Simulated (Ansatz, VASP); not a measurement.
## Two plane-wave programs on In

Contents of INCAR:

```
SYSTEM = In
  ALGO = Normal
  EDIFF = 1E-6
  ENCUT = 520
  GGA = RE
  ISIF = 2
  ISMEAR = -1
  LASPH = .TRUE.
  LCHARG = .FALSE.
  LREAL = .FALSE.
  LWAVE = .FALSE.
  NBANDS = 20
  NELM = 80
  PREC = Accurate
  SIGMA = 0.1
```

File KPOINTS:

```
k-points
0
G
  13 13 11
  0 0 0
```

Contents of POSCAR:

```
In
1.0
   -4.0978643412      4.0688963727      1.6773687971
    4.0688963727     -4.0978643412      1.6773687971
    2.2616278987      2.2616278987     -1.7304236844
In
2
Direct
    0.9991831451      0.0008168549      1.0000000000
    0.7508168549      0.2491831451      0.5000000000
```

Input for Ansatz:

```yaml
crystal:
  lattice:
    - [-4.0978643412, 4.0688963727, 1.6773687971]
    - [4.0688963727, -4.0978643412, 1.6773687971]
    - [2.2616278987, 2.2616278987, -1.7304236844]
  atoms:
    - { symbol: In, position: [0.9991831451, 0.0008168549, 1.0] }
    - { symbol: In, position: [0.7508168549, 0.2491831451, 0.5] }
hamiltonian:
  xc: revpbe
  pseudopotentials:
    kind: paw
    azcp:
      In: "pseudopotentials/In.paw.azcp"
basis:
  ecutwfc: 420
  fft_grid_basis: typed
kpoints:
  mp_grid: { grid: [13, 13, 11], shift: [0, 0, 0] }
magnetization:
  spin_polarized: false
scf:
  occupations: { method: fermi_dirac, width: 0.1 }
  lower_state_search: "off"
output:
  stress: true
```

Alike in both runs: task single point; functional revPBE; k mesh 13 × 13 × 11; occupations fermi-dirac, width 0.1 eV; no spin polarisation.

```csv
,VASP,Ansatz
version,VASP 6.6.1,Ansatz 0.2.0
potentials or method,"VASP PAW PBE potentials, release 64 (In_d), cutoff 520 eV","plane waves (420 eV) with PAW, scalar-relativistic"
valence electrons in the cell,26,26
```

Ansatz gave:

* pressure (GPa): -1.9
* traceless stress, the component that is largest in VASP (GPa): 0.19

Task: Estimate VASP's values.

Result: Pressure (GPa): -2.0; traceless stress, the component that is largest in VASP (GPa): 0.19.

VASP's potentials were made for PBE, not for revPBE. The functional is the same, so the differences come from potentials, cutoffs and numerics.
